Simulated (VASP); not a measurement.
Wanted: the native input for a VASP 6.6.1 run.

| Item | Value |
| --- | --- |
| Task | relaxation of cell and atoms |
| Functional | PBE |
| Potentials or basis | VASP PAW PBE potentials, release 64 (La, O) |
| Cutoff | 600 eV |
| k mesh | 12 × 12 × 12 |
| Occupations | gaussian, width 0.1 eV |
| Spin | no spin polarisation |
| Dipole correction | no |
| Further INCAR settings | ALGO = Normal; EDIFF = 1e-07; IBRION = 2; EDIFFG = -0.01; NSW = 100; ISIF = 3 |

The structure of La3O lies in POSCAR:

```
La3O
1.0
   -2.8978440338      2.8978440338      2.8978440338
    2.8978440338     -2.8978440338      2.8978440338
    2.8978440338      2.8978440338     -2.8978440338
La O
3 1
Direct
    0.0000000000      0.5000000000      0.5000000000
    0.5000000000      0.0000000000      0.5000000000
    0.5000000000      0.5000000000      0.0000000000
    0.0000000000      0.0000000000      0.0000000000
```

One way to write it, as run:

INCAR

```
SYSTEM = La3O
PREC = Accurate ; ENCUT = 600
EDIFF = 1E-7 ; ISMEAR = 0
SIGMA = 0.1 ; LREAL = .FALSE.
LASPH = .TRUE. ; NELM = 100
ALGO = Normal ; ISIF = 3
LWAVE = .FALSE. ; LCHARG = .FALSE.
GGA = PE ; IBRION = 2
NSW = 100 ; EDIFFG = -0.01
```

KPOINTS

```
Automatic mesh
0
G
  12 12 12
  0 0 0
```

Potentials or basis: VASP PAW PBE potentials, release 64 (La, O).

Launch:

```console
$ cat potpaw_PBE.64/La/POTCAR potpaw_PBE.64/O/POTCAR > POTCAR
$ mpirun -np 1 vasp_std > vasp.out
```

Results of the run:

```
Relaxed volume                         : 25.01 Å³/atom
Relaxed cell                           : a = 5.065 Å, b = 5.065 Å, c = 5.065 Å, α = 109.47°, β = 109.47°, γ = 109.47°
Space group after relaxing (to 0.05 Å) : Im-3m (No. 229)
Energy gained by relaxing              : 2.9 meV/atom
Ionic steps                            : 3
Pressure after relaxing                : 0.0 GPa
```

Caveat: an odd number of electrons without spin polarisation forces a metal; a magnetic or distorted state may lie lower.

Wall time 10 min on 1 thread of Intel Xeon 6975P-C, with other jobs on the host, peak memory 0.4 GiB.
